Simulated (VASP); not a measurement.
# In (I4/mmm) in VASP: single point with PBE

Aim: the single point of In with PBE.

Everything below comes from runs of VASP 6.6.1. Logs are shortened: lines on timing, memory, paths and dates and some standing lists are left out, and cuts for length are marked.

## 1. The cell of the first run

The structure is tetragonal, space group I4/mmm (No. 139). The conventional cell has a = 3.340 Å, b = 3.340 Å, c = 4.635 Å, α = 90.00°, β = 90.00°, γ = 90.00°. In (site symmetry 4/mmm) has 12 In at 3.31 to 3.34 Å within 4.4 Å.

## 2. Single point, PBE (strained)

The input, INCAR:

```
  PREC = Accurate
  ENCUT = 500
  EDIFF = 1E-6
  ISMEAR = 0
  SIGMA = 0.1
  LREAL = False
  LASPH = True
  NELM = 120
  ALGO = Normal
  ISIF = 2
  LWAVE = False
  LCHARG = True
  GGA = PE
  LELF = True
  LVHAR = True
  NBANDS = 12
  GGA_COMPAT = False
```

The input, KPOINTS:

```
regular mesh
0
Gamma
  18 18 18
```

The input, POSCAR:

```
In
1.0
   -1.6697796045      1.6697796045      2.3176705785
    1.6697796045     -1.6697796045      2.3176705785
    1.6697796045      1.6697796045     -2.3176705785
In
1
Direct
    0.0000000000      0.0000000000      0.0000000000
```

Potentials or basis: VASP PAW PBE potentials, release 64 (In_d).

The run is started by

```
$ cat potpaw_PBE.64/In_d/POTCAR > POTCAR
$ mpirun -np 1 vasp_std > vasp.out
```

OUTCAR:

```text
PREC = Accurate
   ENCUT = 500
   EDIFF = 1E-6
   ISMEAR = 0
   LREAL = False
   LASPH = True
   NELM = 120
   ISIF = 2
   GGA = PE

 ion  position               nearest neighbor table
   1  0.000  0.000  0.000-

  LATTYP: Found a body centered tetragonal cell.
 ALAT       =     3.3395592090
 C/A-ratio  =     1.3880098740

  Lattice vectors:

 A1 = (  -1.6697796045,   1.6697796045,   2.3176705785)
 A2 = (   1.6697796045,  -1.6697796045,   2.3176705785)
 A3 = (   1.6697796045,   1.6697796045,  -2.3176705785)

Analysis of symmetry for initial positions (statically):
=====================================================================
 Subroutine PRICEL returns:
 Original cell was already a primitive cell.

 Routine SETGRP: Setting up the symmetry group for a
 body centered tetragonal supercell.

 Subroutine GETGRP returns: Found 16 space group operations
 (whereof 16 operations were pure point group operations)
 out of a pool of 16 trial point group operations.

The static configuration has the point symmetry D_4h.

Analysis of symmetry for dynamics (positions and initial velocities):
=====================================================================
 Subroutine PRICEL returns:
 Original cell was already a primitive cell.

 Routine SETGRP: Setting up the symmetry group for a
 body centered tetragonal supercell.

 Subroutine GETGRP returns: Found 16 space group operations
 (whereof 16 operations were pure point group operations)
 out of a pool of 16 trial point group operations.

The dynamic configuration has the point symmetry D_4h.

 Subroutine INISYM returns: Found 16 space group operations
 (whereof 16 operations are pure point group operations),
 and found     1 'primitive' translations

----------------------------------------------------------------------------------------

                                     Primitive cell

  volume of cell :      25.8482

  direct lattice vectors                    reciprocal lattice vectors
    -1.669779604  1.669779604  2.317670579     0.000000000  0.299440716  0.215733851
     1.669779604 -1.669779604  2.317670579     0.299440716  0.000000000  0.215733851
     1.669779604  1.669779604 -2.317670579     0.299440716  0.299440716  0.000000000

  length of vectors
     3.308764840  3.308764840  3.308764840     0.369060750  0.369060750  0.423473121

  position of ions in fractional coordinates (direct lattice)
     0.000000000  0.000000000  0.000000000

  ion indices of the primitive-cell ions
   primitive index   ion index
                 1           1

----------------------------------------------------------------------------------------

 KPOINTS: regular mesh

Automatic generation of k-mesh.
 Grid dimensions read from file:
 generate k-points for:   18   18   18

 Generating k-lattice:

  Cartesian coordinates                     Fractional coordinates (reciprocal lattice)
     0.000000000  0.016635595  0.011985214     0.055555556 -0.000000000  0.000000000
     0.016635595  0.000000000  0.011985214    -0.000000000  0.055555556  0.000000000
     0.016635595  0.016635595  0.000000000     0.000000000  0.000000000  0.055555556

  Length of vectors
     0.020503375  0.020503375  0.023526285

  Shift w.r.t. Gamma in fractional coordinates (k-lattice)
     0.000000000  0.000000000  0.000000000

 Subroutine IBZKPT returns following result:
 ===========================================

 Found    480 irreducible k-points:

 Following reciprocal coordinates:
            Coordinates               Weight
  0.000000  0.000000  0.000000      1.000000
  0.055556  0.000000 -0.000000      8.000000
  0.111111  0.000000 -0.000000      8.000000
  0.166667  0.000000 -0.000000      8.000000
  0.222222 -0.000000  0.000000      8.000000
  0.277778  0.000000  0.000000      8.000000
[... 16 lines left out ...]
 -0.277778  0.055556  0.000000     16.000000
 -0.222222  0.055556 -0.000000     16.000000
 [... further k-points ...]
   k-points           NKPTS =    480   k-points in BZ     NKDIM =    480   number of bands    NBANDS=     12
   number of dos      NEDOS =    301   number of ions     NIONS =      1
   total plane-waves  NPLWV =  13824
   dimension x,y,z NGX =    24 NGY =   24 NGZ =   24
   dimension x,y,z NGXF=    48 NGYF=   48 NGZF=   48
   ions per type =               1
   NGX,Y,Z   is equivalent  to a cutoff of  12.06, 12.06, 12.06 a.u.
   NGXF,Y,Z  is equivalent  to a cutoff of  24.12, 24.12, 24.12 a.u.
 SYSTEM =  unknown system
   PREC   = accura    normal or accurate (medium, high low for compatibility)
   ISTART =      0    job   : 0-new  1-cont  2-samecut
   ICHARG =      2    charge: 1-file 2-atom 10-const
   ISPIN  =      1    spin polarized calculation?
   LNONCOLLINEAR =      F non collinear calculations
   LSORBIT =      F    spin-orbit coupling
   LASPH  =      T    aspherical Exc in radial PAW
   ENCUT  =  500.0 eV  36.75 Ry    6.06 a.u.   6.03  6.03  6.03*2*pi/ulx,y,z
   NELM   =    120;   NELMIN=  2; NELMDL= -5     # of ELM steps
   EDIFF  = 0.1E-05   stopping-criterion for ELM
   LREAL  =      F    real-space projection
   EDIFFG = 0.1E-04   stopping-criterion for IOM
   NSW    =      0    number of steps for IOM
   IBRION =     -1    ionic relax: 0-MD 1-quasi-New 2-CG
   NFREE  =      0    steps in history (QN), initial steepest desc. (CG)
   ISIF   =      2    stress and relaxation
   ISYM   =      2    0-nonsym 1-usesym 2-fastsym
   POTIM  = 0.5000    time-step for ionic-motion
   TEBEG  =    0.0;   TEEND  =   0.0 temperature during run
   PSTRESS=    0.0 pullay stress
   NELECT =      13.0000    total number of electrons
   NUPDOWN=      -1.0000    fix difference up-down
   EMIN   =  10.00;   EMAX   =-10.00  energy-range for DOS
   EFERMI =   0.00;   METHOD = LEGACY
   ISMEAR =     0;   SIGMA  =   0.10  broadening in eV -4-tet -1-fermi 0-gaus
   EFERMI_NEDOS =   21; number of points for ismear=-14 and -15
   IALGO  =     38    algorithm
   IMIX   =      4    mixing-type and parameters
     AMIX     =   0.40;   BMIX     =  1.00
     AMIX_MAG =   1.60;   BMIX_MAG =  1.00
  volume/ion in A,a.u.               =      25.85       174.43
  Fermi-wavevector in a.u.,A,eV,Ry     =   1.301905  2.460244 23.061283  1.694957
  Thomas-Fermi vector in A             =   2.433008
   LORBIT       =      0    0 simple, 1 ext, 2 COOP (PROOUT), +10 PAW based schemes
   GGA     = PE    functional components
   LHFCALC =     F    Hartree Fock is set to
   AEXX    =    0.0000 exact exchange contribution
   IVDW    =     0    specifies the selected vdW correction
   LEPSILON=     F    determine dielectric tensor
   LRPA    =     F    only Hartree local field effects (RPA)
 non-spin polarized calculation
 Gauss-broadening in eV      SIGMA  =   0.10
  energy-cutoff  :      500.00
  volume of cell :       25.85
 maximum number of plane-waves:       672
   NGX = 13   NGY = 13   NGZ = 13

 number of electron      13.0000006 magnetization

 Free energy of the ion-electron system (eV)
  ---------------------------------------------------
  ext. energy  EPLUGINS =         0.00000000
  ---------------------------------------------------
  free energy    TOTEN  =        -2.54945212 eV

  energy without entropy =       -2.54749464  energy(sigma->0) =       -2.54847338

 E-fermi :   7.6801     XC(G=0): -10.3106

 val. band max:        7.6630295383   @ k =   0.3889   0.2222   0.1667
 cond. band min:       7.6854234143   @ k =   0.4444   0.2222   0.1111
 fundamental gap:      0.0223938760
 Fermi energy:         7.6800515683

 k-point     1 :       0.0000    0.0000    0.0000
  band No.  band energies     occupation
      1      -6.9941      2.00000
      2      -6.9941      2.00000
      3      -6.9697      2.00000
      4      -6.8227      2.00000
      5      -6.7958      2.00000
      6      -1.9664      2.00000
      7      18.3153      0.00000
      8      18.3648      0.00000
      9      18.3648      0.00000
     10      19.2078      0.00000
     11      21.7453      0.00000
     12      21.7528      0.00000

 k-point     2 :       0.0556    0.0000   -0.0000
  band No.  band energies     occupation
      1      -6.9929      2.00000
      2      -6.9884      2.00000
      3      -6.9664      2.00000
      4      -6.8231      2.00000
      5      -6.7969      2.00000
      6      -1.8983      2.00000
      7      17.4022      0.00000
      8      18.2128      0.00000
      9      18.2241      0.00000
     10      19.0762      0.00000
     11      21.9720      0.00000
     12      21.9741      0.00000

 k-point     3 :       0.1111    0.0000   -0.0000
  band No.  band energies     occupation
      1      -6.9929      2.00000
      2      -6.9738      2.00000
      3      -6.9552      2.00000
      4      -6.8224      2.00000
      5      -6.7986      2.00000
      6      -1.6929      2.00000
      7      15.5753      0.00000
      8      17.8854      0.00000
      9      17.9213      0.00000
     10      19.0131      0.00000
     11      22.5282      0.00000
     12      22.5633      0.00000

 k-point     4 :       0.1667    0.0000   -0.0000
  band No.  band energies     occupation
      1      -6.9975      2.00000
      2      -6.9585      2.00000
      3      -6.9404      2.00000
      4      -6.8139      2.00000
      5      -6.7952      2.00000
      6      -1.3476      2.00000
      7      13.6385      0.00000
      8      17.4767      0.00000
      9      17.5688      0.00000
     10      18.9608      0.00000
     11      22.5652      0.00000
     12      22.8303      0.00000

 k-point     5 :       0.2222   -0.0000    0.0000
  band No.  band energies     occupation
      1      -7.0067      2.00000
      2      -6.9524      2.00000
      3      -6.9322      2.00000
      4      -6.7904      2.00000
      5      -6.7794      2.00000
      6      -0.8596      2.00000
      7      11.7426      0.00000
      8      17.0724      0.00000
      9      17.2229      0.00000
     10      18.8965      0.00000
     11      21.9768      0.00000
     12      22.0484      0.00000
[... 228 lines left out ...]
      1      -7.0386      2.00000
      2      -6.9743      2.00000
      3      -6.9432      2.00000
      4      -6.7128      2.00000
      5      -6.6765      2.00000
      6       1.1969      2.00000
      7       7.2256      2.00000
      8      15.7627      0.00000
      9      16.1826      0.00000
     10      18.1759      0.00000
     11      20.8593      0.00000
     12      21.3251      0.00000

 k-point    22 :      -0.3333    0.0556   -0.0000
  band No.  band energies     occupation
      1      -7.0286      2.00000
      2      -6.9619      2.00000
      3      -6.9323      2.00000
      4      -6.7522      2.00000
      5      -6.7071      2.00000
      6       0.3290      2.00000
      7       8.8507      0.00000
      8      15.8825      0.00000
      9      16.5728      0.00000
     10      18.4327      0.00000
     11      20.7939      0.00000
     12      21.8251      0.00000

 k-point    23 :      -0.2778    0.0556    0.0000
  band No.  band energies     occupation
      1      -7.0190      2.00000
      2      -6.9501      2.00000
      3      -6.9239      2.00000
      4      -6.7916      2.00000
      5      -6.7409      2.00000
      6      -0.3981      2.00000
      7      10.5913      0.00000
      8      16.0977      0.00000
      9      16.9634      0.00000
     10      18.8255      0.00000
     11      20.7817      0.00000
     12      22.3892      0.00000

 k-point    24 :      -0.2222    0.0556   -0.0000
  band No.  band energies     occupation
      1      -7.0118      2.00000
      2      -6.9454      2.00000
      3      -6.9233      2.00000
      4      -6.8212      2.00000
      5      -6.7691      2.00000
      6      -0.9813      2.00000
      7      12.4307      0.00000
      8      16.4086      0.00000
      9      17.3268      0.00000
     10      19.2057      0.00000
     11      20.8954      0.00000
     12      22.6637      0.00000

 [... further k-points ...]

------------------------ aborting loop because EDIFF is reached ----------------------------------------

  FORCE on cell =-STRESS in cart. coord.  units (eV):
  Direction    XX          YY          ZZ          XY          YZ          ZX
  --------------------------------------------------------------------------------------
  -------------------------------------------------------------------------------------
  Total        0.3969240      0.3969240      0.4400030      0.0000000      0.0000000      0.0000000
  in kB       24.6029947     24.6029947     27.2732071      0.0000000      0.0000000      0.0000000
  external PRESSURE =      25.4930655 kB  Pullay stress =       0.0000000 kB

 VOLUME and BASIS-vectors are now :
 -----------------------------------------------------------------------------
  energy-cutoff  :      500.00
  volume of cell :       25.85
      direct lattice vectors                 reciprocal lattice vectors
    -1.669779604  1.669779604  2.317670579     0.000000000  0.299440716  0.215733851
     1.669779604 -1.669779604  2.317670579     0.299440716  0.000000000  0.215733851
     1.669779604  1.669779604 -2.317670579     0.299440716  0.299440716  0.000000000

 POSITION                                       TOTAL-FORCE (eV/Angst)
 -----------------------------------------------------------------------------------
      0.00000      0.00000      0.00000         0.000000      0.000000     -0.000000
 -----------------------------------------------------------------------------------
    total drift:                               -0.000000      0.000000      0.000000

  FREE ENERGIE OF THE ION-ELECTRON SYSTEM (eV)
  ---------------------------------------------------
  free  energy   TOTEN  =        -2.5494521222 eV

  energy  without entropy=       -2.5474946434  energy(sigma->0) =       -2.54847338
```

It took 26 s on 1 thread of Intel Xeon 6975P-C (Granite Rapids), shared host; peak memory 0.24 GiB.

What came out:

* Free energy: -2.5495 eV
* Pressure: 2.5 GPa
* Band gap on the k mesh: zero (an odd number of electrons rules out a gap without spin polarisation)

Stress tensor (GPa, compression positive):
```
2.46 0.00 0.00
0.00 2.46 0.00
0.00 0.00 2.73
```

Caveat: the cell differs from its parent crystal (strained); spin-orbit coupling is left out, which moves the levels of the heavy elements.
